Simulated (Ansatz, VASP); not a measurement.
## Two plane-wave programs on LiF

Contents of INCAR:

```
SYSTEM = LiF
PREC = Accurate
ENCUT = 750
EDIFF = 1E-6
ISMEAR = 0
SIGMA = 0.1
LREAL = .False.
LASPH = .True.
NELM = 120
ALGO = Normal
ISIF = 2
LWAVE = .False.
LCHARG = .False.
GGA = CA
NBANDS = 12
GGA_COMPAT = .False.
```

Contents of KPOINTS:

```
regular mesh
0
Gamma
  8 8 8
  0 0 0
```

Contents of POSCAR:

```
LiF
1.0
    0.0000000000      2.0417135700      2.0417135700
    2.0417135700      0.0000000000      2.0417135700
    2.0417135700      2.0417135700      0.0000000000
Li F
1 1
Direct
    0.0000000000      0.0000000000      0.0000000000
    0.5000000000      0.5000000000      0.5000000000
```

Input for Ansatz:

```yaml
crystal:
  lattice:
    - [0.0, 2.04171357, 2.04171357]
    - [2.04171357, 0.0, 2.04171357]
    - [2.04171357, 2.04171357, 0.0]
  atoms:
    - { symbol: Li, position: [0.0, 0.0, 0.0] }
    - { symbol: F, position: [0.5, 0.5, 0.5] }
basis:
  ecutwfc: 420
kpoints:
  mp_grid: { grid: [8, 8, 8] }
hamiltonian:
  xc: lda
  pseudopotentials: { kind: paw, azcp: { folder: soft_1 } }
scf:
  occupations: { method: gaussian, width: 0.1 }
output:
  forces: true
  stress: true
  eigenvalues: true
```

Alike in both runs: task single point; functional LDA; k mesh 8 × 8 × 8; occupations gaussian, width 0.1 eV; no spin polarisation.

|  | VASP | Ansatz |
| --- | --- | --- |
| version | VASP 6.6.1 | Ansatz 0.2.0 |
| potentials or method | VASP PAW LDA potentials, release 64 (Li_sv, F), cutoff 750 eV | scalar-relativistic, plane waves, PAW |
| valence electrons in the cell | 10 | 10 |

|  | VASP | Ansatz | Ansatz less VASP |
| --- | --- | --- | --- |
| gap on the k mesh at the Fermi level (eV) | 8.47 | 8.48 | +0.014 |
| least direct gap on the mesh (eV) | 8.47 | 8.48 | +0.014 |
| pressure (GPa) | -9.1 | -8.7 | +0.39 |

Ansatz warns that its potentials were made for another functional, while VASP's fit it. LDA's correlation is that of Perdew and Zunger in VASP and of Perdew and Wang (1992) in Ansatz.
